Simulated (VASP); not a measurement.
A run of VASP 6.6.1:

INCAR

```
SYSTEM = NaCl
PREC = Accurate
ENCUT = 520
EDIFF = 1E-7
ISMEAR = 0
SIGMA = 0.01
LREAL = .FALSE.
LASPH = .TRUE.
NELM = 60
ALGO = Normal
ISIF = 2
LWAVE = .FALSE.
LCHARG = .FALSE.
GGA = PE
NBANDS = 14
```

File KPOINTS:

```
Automatic mesh
0
G
  4 4 4
  0 0 0
```

Contents of POSCAR:

```
NaCl
1.0
    3.4595452951      0.0000000000      0.0000000000
    0.0000000000      3.4595452951      0.0000000000
    0.0000000000      0.0000000000      3.4595452951
Na Cl
1 1
Direct
    0.0000000000      0.0000000000      0.0000000000
    0.5000000000      0.5000000000      0.5000000000
```

Potentials or basis: VASP PAW PBE potentials, release 64 (Na_pv, Cl).

Launch:

```bash
$ cat potpaw_PBE.64/Na_pv/POTCAR potpaw_PBE.64/Cl/POTCAR > POTCAR
$ mpirun -np 1 vasp_std > vasp.out
```

Hardware: 1 thread of AMD EPYC 7R13 (shared host).

Problem. How long does it take, and how much memory?

Solution. Run time: 15 s on 1 thread of AMD EPYC 7R13 (shared host), peak memory 0.11 GiB. Counts: scf iterations 14, k points 10.
